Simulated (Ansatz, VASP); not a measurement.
## Tl in VASP and in Ansatz

```
Tl
1.0
     3.45600    0.00000    0.00000
    -1.72800    2.99298    0.00000
     0.00000    0.00000    5.52500
Tl
2
Direct
  0.66667 0.33333 0.75000
  0.33333 0.66667 0.25000
```

Alike in both runs: functional BLYP; k mesh 9 × 9 × 5; occupations fermi-dirac, width 0.05 eV; no spin polarisation.

```csv
,VASP,Ansatz
version,VASP 6.6.1,Ansatz 0.2.0
potentials or method,"VASP PAW PBE potentials, release 64 (Tl_d), cutoff 520 eV","all-electron LAPW, scalar-relativistic"
task,single point,band structure
```

VASP gave:

```
gap on the k mesh at the Fermi level (eV)                     : none
pressure (GPa)                                                : 7.3
traceless stress, the component that is largest in VASP (GPa) : 0.83
```

Problem. What did Ansatz give for the same quantities?

Solution. gap on the k mesh at the Fermi level (eV): none; pressure (GPa): 7.2; traceless stress, the component that is largest in VASP (GPa): 0.80.

VASP's potentials were made for PBE, not for BLYP. A gap of «none» marks a metal or a gap that the smearing closes. Ansatz ran all-electron here, and VASP with PAW potentials.

Neither program's run includes spin-orbit coupling.
